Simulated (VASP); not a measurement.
Here is a VASP 6.6.1 calculation.

INCAR

```
ALGO     = Normal         # electronic algorithm
EDIFF    = 1E-7           # SCF threshold, eV
ENCUT    = 520            # plane-wave cutoff, eV
GGA      = PS             # functional
ISIF     = 2              # what is computed and relaxed
ISMEAR   = 0              # smearing method
LASPH    = True           # aspherical terms in the spheres
LCHARG   = False          # write CHGCAR
LREAL    = False          # projectors in reciprocal space
LWAVE    = False          # write WAVECAR
NBANDS   = 18             # bands
NELM     = 100            # most SCF steps
PREC     = Accurate       # precision mode
SIGMA    = 0.1            # smearing width, eV
```

KPOINTS

```
k-points
0
Gamma
  18 18 4
```

POSCAR

```
Sb
1.0
    3.3100593392      0.0000000000      0.0000000000
   -1.6550296696      2.8665954758      0.0000000000
    0.0000000000      0.0000000000     11.0315821140
Sb
4
Direct
    0.0000000000      0.0000000000      0.0000000000
    0.0000000000      0.0000000000      0.5000000000
    0.3333333333      0.6666666667      0.7500000000
    0.6666666667      0.3333333333      0.2500000000
```

Potentials or basis: VASP PAW PBE potentials, release 64 (Sb).

Command:

```sh
$ cat potpaw_PBE.64/Sb/POTCAR > POTCAR
$ mpirun -np 1 vasp_std > vasp.out
```

Question: Estimate the pressure.

Answer: 0.0 GPa.

Question: Predict the band gap on the k mesh.

Answer: Zero (bands 10 and 11 overlap by 7.35 eV).

Caveat: the PAW data sets were made with another functional, which shifts forces and pressure a little; spin-orbit coupling is left out, which moves the levels of the heavy elements.
